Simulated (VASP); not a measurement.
Runs of VASP 6.6.1 on C. The structure is that of space group R-3m (No. 166), or close to it. The cells are those of the table. 

```tsv
task	cell	k mesh	cutoff (eV)	pressure (GPa)
relaxation of cell and atoms	relaxed to 60 GPa from a = 2.347, b = 2.347, c = 2.967 Å, angles 113.3, 113.3, 60.0°, 2 atoms	18 × 18 × 18	600	60.0
single point	a = 2.410, b = 2.410, c = 3.047 Å, angles 113.3, 113.3, 60.0°, 2 atoms	18 × 18 × 18	520	30.9
single point	a = 2.450, b = 2.450, c = 3.553 Å, angles 110.1, 110.1, 60.0°, 2 atoms	14 × 14 × 8	520	3.7
single point	a = 2.456, b = 2.456, c = 3.808 Å, angles 108.8, 108.8, 60.0°, 2 atoms	14 × 14 × 8	520	0.6
single point	a = 2.441, b = 2.441, c = 3.374 Å, angles 111.2, 111.2, 60.0°, 2 atoms	14 × 14 × 8	520	(a)
```

Alike in all rows: level r2SCAN; potentials or basis VASP PAW PBE potentials, release 64 (C); no spin polarisation; smearing gaussian 0.02 eV.

Task: Estimate the missing entries.

Result: (a) 8.8.

Caveats: the PAW data sets were made with another functional, which shifts forces and pressure a little; the cell stands under pressure (at least some runs); the cell is relaxed towards a set pressure, so the run minimises the enthalpy, not the energy (at least some runs).
